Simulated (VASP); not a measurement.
# Ca (Im-3m) in VASP: notebook, part 2 of 2

VASP 6.6.1.

## Step 3: Single point, PBE

This run uses another cell than the first one, of 47.66 Å³/atom, 1.060 times its volume.

INCAR

```
PREC = Accurate
ENCUT = 520
EDIFF = 1E-6
ISMEAR = 0
SIGMA = 0.05
LREAL = F
LASPH = T
NELM = 60
ALGO = Normal
ISIF = 2
LWAVE = F
LCHARG = F
GGA = PE
NBANDS = 11
```

KPOINTS

```
regular mesh
0
Gamma
  10 10 10
```

POSCAR

```
Ca
1.0
   -2.2839327222      2.2839327222      2.2839327222
    2.2839327222     -2.2839327222      2.2839327222
    2.2839327222      2.2839327222     -2.2839327222
Ca
1
Direct
    0.0000000000      0.0000000000      0.0000000000
```

Potentials or basis: VASP PAW PBE potentials, release 64 (Ca_sv).

Command:

```bash
cat potpaw_PBE.64/Ca_sv/POTCAR > POTCAR
mpirun -np 1 vasp_std > vasp.out
```

OUTCAR:

```text
PREC = Accurate
   ENCUT = 520
   EDIFF = 1E-6
   ISMEAR = 0
   LREAL = F
   LASPH = T
   NELM = 60
   ISIF = 2
   GGA = PE

 ion  position               nearest neighbor table
   1  0.000  0.000  0.000-

  LATTYP: Found a body centered cubic cell.
 ALAT       =     4.5678654444

  Lattice vectors:

 A1 = (  -2.2839327222,   2.2839327222,   2.2839327222)
 A2 = (   2.2839327222,  -2.2839327222,   2.2839327222)
 A3 = (   2.2839327222,   2.2839327222,  -2.2839327222)

Analysis of symmetry for initial positions (statically):
=====================================================================
 Subroutine PRICEL returns:
 Original cell was already a primitive cell.

 Routine SETGRP: Setting up the symmetry group for a
 body centered cubic supercell.

 Subroutine GETGRP returns: Found 48 space group operations
 (whereof 48 operations were pure point group operations)
 out of a pool of 48 trial point group operations.

The static configuration has the point symmetry O_h .

Analysis of symmetry for dynamics (positions and initial velocities):
=====================================================================
 Subroutine PRICEL returns:
 Original cell was already a primitive cell.

 Routine SETGRP: Setting up the symmetry group for a
 body centered cubic supercell.

 Subroutine GETGRP returns: Found 48 space group operations
 (whereof 48 operations were pure point group operations)
 out of a pool of 48 trial point group operations.

The dynamic configuration has the point symmetry O_h .

 Subroutine INISYM returns: Found 48 space group operations
 (whereof 48 operations are pure point group operations),
 and found     1 'primitive' translations

----------------------------------------------------------------------------------------

                                     Primitive cell

  volume of cell :      47.6552

  direct lattice vectors                    reciprocal lattice vectors
    -2.283932722  2.283932722  2.283932722     0.000000000  0.218920634  0.218920634
     2.283932722 -2.283932722  2.283932722     0.218920634  0.000000000  0.218920634
     2.283932722  2.283932722 -2.283932722     0.218920634  0.218920634  0.000000000

  length of vectors
     3.955887516  3.955887516  3.955887516     0.309600530  0.309600530  0.309600530

  position of ions in fractional coordinates (direct lattice)
     0.000000000  0.000000000  0.000000000

  ion indices of the primitive-cell ions
   primitive index   ion index
                 1           1

----------------------------------------------------------------------------------------

 KPOINTS: regular mesh

Automatic generation of k-mesh.
 Grid dimensions read from file:
 generate k-points for:   10   10   10

 Generating k-lattice:

  Cartesian coordinates                     Fractional coordinates (reciprocal lattice)
     0.000000000  0.021892063  0.021892063     0.100000000  0.000000000  0.000000000
     0.021892063  0.000000000  0.021892063     0.000000000  0.100000000  0.000000000
     0.021892063  0.021892063  0.000000000     0.000000000  0.000000000  0.100000000

  Length of vectors
     0.030960053  0.030960053  0.030960053

  Shift w.r.t. Gamma in fractional coordinates (k-lattice)
     0.000000000  0.000000000  0.000000000

 Subroutine IBZKPT returns following result:
 ===========================================

 Found     47 irreducible k-points:

 Following reciprocal coordinates:
            Coordinates               Weight
  0.000000  0.000000  0.000000      1.000000
  0.100000  0.000000  0.000000     12.000000
  0.200000  0.000000  0.000000     12.000000
  0.300000  0.000000  0.000000     12.000000
  0.400000  0.000000  0.000000     12.000000
  0.500000  0.000000  0.000000      6.000000
[... 16 lines left out ...]
  0.300000  0.300000  0.100000      8.000000
 -0.300000  0.300000  0.100000     24.000000
 [... further k-points ...]
   k-points           NKPTS =     47   k-points in BZ     NKDIM =     47   number of bands    NBANDS=     11
   number of dos      NEDOS =    301   number of ions     NIONS =      1
   total plane-waves  NPLWV =  27000
   dimension x,y,z NGX =    30 NGY =   30 NGZ =   30
   dimension x,y,z NGXF=    60 NGYF=   60 NGZF=   60
   ions per type =               1
   NGX,Y,Z   is equivalent  to a cutoff of  12.61, 12.61, 12.61 a.u.
   NGXF,Y,Z  is equivalent  to a cutoff of  25.21, 25.21, 25.21 a.u.
 SYSTEM =  unknown system
   PREC   = accura    normal or accurate (medium, high low for compatibility)
   ISTART =      0    job   : 0-new  1-cont  2-samecut
   ICHARG =      2    charge: 1-file 2-atom 10-const
   ISPIN  =      1    spin polarized calculation?
   LNONCOLLINEAR =      F non collinear calculations
   LSORBIT =      F    spin-orbit coupling
   LASPH  =      T    aspherical Exc in radial PAW
   ENCUT  =  520.0 eV  38.22 Ry    6.18 a.u.   7.36  7.36  7.36*2*pi/ulx,y,z
   NELM   =     60;   NELMIN=  2; NELMDL= -5     # of ELM steps
   EDIFF  = 0.1E-05   stopping-criterion for ELM
   LREAL  =      F    real-space projection
   EDIFFG = 0.1E-04   stopping-criterion for IOM
   NSW    =      0    number of steps for IOM
   IBRION =     -1    ionic relax: 0-MD 1-quasi-New 2-CG
   NFREE  =      0    steps in history (QN), initial steepest desc. (CG)
   ISIF   =      2    stress and relaxation
   ISYM   =      2    0-nonsym 1-usesym 2-fastsym
   POTIM  = 0.5000    time-step for ionic-motion
   TEBEG  =    0.0;   TEEND  =   0.0 temperature during run
   PSTRESS=    0.0 pullay stress
   NELECT =      10.0000    total number of electrons
   NUPDOWN=      -1.0000    fix difference up-down
   EMIN   =  10.00;   EMAX   =-10.00  energy-range for DOS
   EFERMI =   0.00;   METHOD = LEGACY
   ISMEAR =     0;   SIGMA  =   0.05  broadening in eV -4-tet -1-fermi 0-gaus
   EFERMI_NEDOS =   21; number of points for ismear=-14 and -15
   IALGO  =     38    algorithm
   IMIX   =      4    mixing-type and parameters
     AMIX     =   0.40;   BMIX     =  1.00
     AMIX_MAG =   1.60;   BMIX_MAG =  1.00
  volume/ion in A,a.u.               =      47.66       321.59
  Fermi-wavevector in a.u.,A,eV,Ry     =   0.972833  1.838387 12.876603  0.946404
  Thomas-Fermi vector in A             =   2.103163
   LORBIT       =      0    0 simple, 1 ext, 2 COOP (PROOUT), +10 PAW based schemes
   GGA     = PE    functional components
   LHFCALC =     F    Hartree Fock is set to
   AEXX    =    0.0000 exact exchange contribution
   IVDW    =     0    specifies the selected vdW correction
   LEPSILON=     F    determine dielectric tensor
   LRPA    =     F    only Hartree local field effects (RPA)
 non-spin polarized calculation
 Gauss-broadening in eV      SIGMA  =   0.05
  energy-cutoff  :      520.00
  volume of cell :       47.66
 maximum number of plane-waves:      1307
 NGX is ok and might be reduce to    30
   NGX = 15   NGY = 15   NGZ = 15

 number of electron      10.0000000 magnetization

 number of electron       9.9999997 magnetization

 Free energy of the ion-electron system (eV)
  ---------------------------------------------------
  ext. energy  EPLUGINS =         0.00000000
  ---------------------------------------------------
  free energy    TOTEN  =        -1.88489455 eV

  energy without entropy =       -1.88258901  energy(sigma->0) =       -1.88374178

 E-fermi :   1.5522     XC(G=0):  -7.3716

 val. band max:        1.5389280265   @ k =  -0.4000  -0.4000   0.1000
 cond. band min:       1.5839528415   @ k =   0.5000   0.5000   0.3000
 fundamental gap:      0.0450248150
 Fermi energy:         1.5521636536

 k-point     1 :       0.0000    0.0000    0.0000
  band No.  band energies     occupation
      1     -40.8206      2.00000
      2     -21.7457      2.00000
      3     -21.7457      2.00000
      4     -21.7457      2.00000
      5      -2.3013      2.00000
      6       3.6560      0.00000
      7       3.6560      0.00000
      8       3.6560      0.00000
      9       4.5840      0.00000
     10       4.5840      0.00000
     11      11.1535      0.00000

 k-point     2 :       0.1000    0.0000    0.0000
  band No.  band energies     occupation
      1     -40.8198      2.00000
      2     -21.7543      2.00000
      3     -21.7486      2.00000
      4     -21.7456      2.00000
      5      -2.1379      2.00000
      6       3.5619      0.00000
      7       3.5900      0.00000
      8       3.7732      0.00000
      9       4.4833      0.00000
     10       4.5877      0.00000
     11      10.7862      0.00000
[... 295 lines left out ...]
 k-point    24 :      -0.3000    0.3000    0.1000
  band No.  band energies     occupation
      1     -40.8145      2.00000
      2     -21.8028      2.00000
      3     -21.7690      2.00000
      4     -21.7522      2.00000
      5      -0.7707      2.00000
      6       2.7360      0.00000
      7       3.1700      0.00000
      8       4.1178      0.00000
      9       4.5917      0.00000
     10       4.7885      0.00000
     11       7.7773      0.00000

 [... further k-points ...]
[... 5 lines left out ...]
  --------------------------------------------------------------------------------------
  -------------------------------------------------------------------------------------
  Total       -0.4985628     -0.4985628     -0.4985628     -0.0000000      0.0000000     -0.0000000
  in kB      -16.7617972    -16.7617972    -16.7617972     -0.0000000      0.0000000     -0.0000000
  external PRESSURE =     -16.7617972 kB  Pullay stress =       0.0000000 kB

 VOLUME and BASIS-vectors are now :
 -----------------------------------------------------------------------------
  energy-cutoff  :      520.00
  volume of cell :       47.66
      direct lattice vectors                 reciprocal lattice vectors
    -2.283932722  2.283932722  2.283932722     0.000000000  0.218920634  0.218920634
     2.283932722 -2.283932722  2.283932722     0.218920634  0.000000000  0.218920634
     2.283932722  2.283932722 -2.283932722     0.218920634  0.218920634  0.000000000

 POSITION                                       TOTAL-FORCE (eV/Angst)
 -----------------------------------------------------------------------------------
      0.00000      0.00000      0.00000         0.000000      0.000000     -0.000000
 -----------------------------------------------------------------------------------
    total drift:                               -0.000000     -0.000000      0.000000

  FREE ENERGIE OF THE ION-ELECTRON SYSTEM (eV)
  ---------------------------------------------------
  free  energy   TOTEN  =        -1.8848945529 eV

  energy  without entropy=       -1.8825890091  energy(sigma->0) =       -1.88374178
```

It took 23 s on 1 thread of Intel Xeon Platinum 8175M at 2.50GHz (Skylake/Cascade Lake), shared host; peak memory 0.17 GiB.

What came out:

```
Free energy            : -1.8849 eV
Pressure               : -1.7 GPa
Band gap on the k mesh : zero (band 5 reaches 1.74 eV, above the bottom of band 6 at 1.43 eV)
```
